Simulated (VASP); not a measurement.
A run of VASP 6.6.1:

The input INCAR:

```
PREC = Accurate ; ENCUT = 600
EDIFF = 1E-6 ; ISMEAR = 0
SIGMA = 0.1 ; LREAL = F
LASPH = T ; NELM = 120
ALGO = Normal ; ISIF = 2
LWAVE = F ; LCHARG = F
GGA = PE ; NBANDS = 48
GGA_COMPAT = F
```

The input KPOINTS:

```
Automatic mesh
0
Gamma
  4 4 2
```

POSCAR

```
Hf2Bi3O2
1.0
    4.1877529046      0.0000000000      0.0000000000
    0.0000000000      4.1877529046      0.0000000000
    0.0000000000      0.0000000000      9.1210190753
Hf Bi O
2 3 2
Direct
    0.0000000000      0.0000000000      0.7210056205
    0.0000000000      0.0000000000      0.0858186662
    0.5000000000      0.5000000000      0.8312487435
    0.5000000000      0.0000000000      0.4587131131
    0.0000000000      0.5000000000      0.4587131131
    0.5000000000      0.0000000000      0.0993300968
    0.0000000000      0.5000000000      0.0993300968
```

Potentials or basis: VASP PAW PBE potentials, release 64 (Hf_pv, Bi_d, O).

The run is started by

```bash
$ cat potpaw_PBE.64/Hf_pv/POTCAR potpaw_PBE.64/Bi_d/POTCAR potpaw_PBE.64/O/POTCAR > POTCAR
$ mpirun -np 1 vasp_std > vasp.out
```

Hardware: 1 thread of Intel Xeon 8259CL, with other jobs on the host.

Task: How long does it take, and how much memory?

Result: Wall time 3.9 min on 1 thread of Intel Xeon 8259CL, on a shared host, peak memory 0.37 GiB. Counts: scf iterations 17, k points 12.
